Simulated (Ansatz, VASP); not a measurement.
**Rb in VASP and in Ansatz**

Contents of INCAR:

```
SYSTEM = Rb
ALGO = Normal ; EDIFF = 1E-8
ENCUT = 520 ; GGA = PE
GGA_COMPAT = .False. ; ISIF = 2
ISMEAR = -1 ; LASPH = .True.
LCHARG = .False. ; LEFG = .True.
LNONCOLLINEAR = .True. ; LORBIT = 11
LORBMOM = .True. ; LREAL = .False.
LSORBIT = .True. ; LWAVE = .False.
MAGMOM = 0 0 0 ; NBANDS = 20
NELM = 150 ; PREC = Accurate
SIGMA = 0.05
```

KPOINTS

```
k-points
0
Gamma
  8 8 8
  0 0 0
```

Contents of POSCAR:

```
Rb
1.0
   -2.8060000000      2.8060000000      2.8060000000
    2.8060000000     -2.8060000000      2.8060000000
    2.8060000000      2.8060000000     -2.8060000000
Rb
1
Direct
    0.0000000000      0.0000000000      0.0000000000
```

Input for Ansatz:

```yaml
crystal:
  lattice:
    - [-2.806, 2.806, 2.806]
    - [2.806, -2.806, 2.806]
    - [2.806, 2.806, -2.806]
  atoms:
    - { symbol: Rb, position: [0.0, 0.0, 0.0] }
kpoints:
  mp_grid: { grid: [8, 8, 8] }
  band_path:
    path:
      - [0.0, 0.0, 0.0]
      - [0.5, -0.5, 0.5]
      - [0.0, 0.0, 0.5]
      - [0.0, 0.0, 0.0]
      - [0.25, 0.25, 0.25]
      - [0.5, -0.5, 0.5]
      - [0.25, 0.25, 0.25]
      - [0.0, 0.0, 0.5]
    npoints: 5
scf:
  occupations: { method: fermi_dirac, width: 0.05 }
hamiltonian:
  xc: pbe
  pseudopotentials: { kind: paw_fr }
output:
  forces: true
  stress: true
  eigenvalues: true
  efg: { contact_densities: true }
magnetization:
  noncollinear: true
  spin_orbit: true
```

Alike in both runs: task electric field gradients; functional PBE; k mesh 8 × 8 × 8; occupations fermi-dirac, width 0.05 eV; non-collinear spin, spin-orbit coupling.

```csv
,VASP,Ansatz
version,VASP 6.6.1,Ansatz 0.2.0
potentials or method,"VASP PAW PBE potentials, release 64 (Rb_sv)","PAW with Ansatz's default frozen-core files, fully relativistic files with spin-orbit coupling"
plane-wave cutoff (eV),520,420
valence electrons in the cell,9,9
```

|  | VASP | Ansatz | Ansatz less VASP |
| --- | --- | --- | --- |
| pressure (GPa) | 0.1 | 0.1 | 0.00 |

The functional is the same, so the differences come from potentials, cutoffs and numerics.
